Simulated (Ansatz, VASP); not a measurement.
MoS2 in VASP and in Ansatz

The input INCAR:

```
SYSTEM = MoS2
PREC = Accurate
ENCUT = 520
EDIFF = 1E-7
ISMEAR = 0
SIGMA = 0.02
LREAL = .FALSE.
LASPH = .TRUE.
NELM = 60
ALGO = Normal
ISIF = 2
LWAVE = .FALSE.
LCHARG = .FALSE.
GGA = PS
NBANDS = 49
```

The input KPOINTS:

```
Automatic mesh
0
G
  12 12 2
  0 0 0
```

Contents of POSCAR:

```
MoS2
1.0
    3.2373618351      0.0000000000      0.0000000000
   -1.6186809175      2.8036375904      0.0000000000
    0.0000000000      0.0000000000     18.4377959367
Mo S
3 6
Direct
    0.0000000000      0.0000000000      0.0002313507
    0.6666666667      0.3333333333      0.3335646841
    0.3333333333      0.6666666667      0.6668980174
    0.3333333333      0.6666666667      0.2507346701
    0.6666666667      0.3333333333      0.0830329791
    0.0000000000      0.0000000000      0.5840680035
    0.3333333333      0.6666666667      0.4163663124
    0.6666666667      0.3333333333      0.9174013368
    0.0000000000      0.0000000000      0.7496996458
```

Input for Ansatz:

```yaml
crystal:
  lattice:
    - [3.2373618351, 0.0, 0.0]
    - [-1.6186809175, 2.8036375904, 0.0]
    - [0.0, 0.0, 18.4377959367]
  atoms:
    - { symbol: Mo, position: [0.0, 0.0, 0.0002313507] }
    - { symbol: Mo, position: [0.6666666667, 0.3333333333, 0.3335646841] }
    - { symbol: Mo, position: [0.3333333333, 0.6666666667, 0.6668980174] }
    - { symbol: S, position: [0.3333333333, 0.6666666667, 0.2507346701] }
    - { symbol: S, position: [0.6666666667, 0.3333333333, 0.0830329791] }
    - { symbol: S, position: [0.0, 0.0, 0.5840680035] }
    - { symbol: S, position: [0.3333333333, 0.6666666667, 0.4163663124] }
    - { symbol: S, position: [0.6666666667, 0.3333333333, 0.9174013368] }
    - { symbol: S, position: [0.0, 0.0, 0.7496996458] }
basis:
  ecutwfc: 420
kpoints:
  mp_grid: { grid: [12, 12, 2] }
  band_path: { path: [VBM, CBM], npoints: 2 }
hamiltonian:
  xc: pbesol
scf:
  occupations: { method: gaussian, width: 0.02 }
output:
  forces: true
  stress: true
  eigenvalues: true
checkpoint:
  read: start.run
  write: ck
  compress: false
  write_wavefunctions: false
  write_every: 100000
```

Alike in both runs: task single point; functional PBEsol; k mesh 12 × 12 × 2; occupations gaussian, width 0.02 eV; no spin polarisation.

```csv
,VASP,Ansatz
version,VASP 6.6.1,Ansatz 0.2.0
potentials or method,"VASP PAW PBE potentials, release 64 (Mo_sv, S), cutoff 520 eV","scalar-relativistic, plane waves, PAW"
valence electrons in the cell,78,78
```

|  | VASP | Ansatz | Ansatz less VASP |
| --- | --- | --- | --- |
| gap on the k mesh at the Fermi level (eV) | 0.53 | 0.51 | -0.017 |
| least direct gap on the mesh (eV) | 1.47 | 1.47 | -0.004 |
| pressure (GPa) | -5.0 | -5.0 | +0.01 |
| traceless stress, the component that is largest in VASP (GPa) | 4.98 | 4.98 | +0.007 |

VASP's potentials were made for PBE, not for PBEsol.
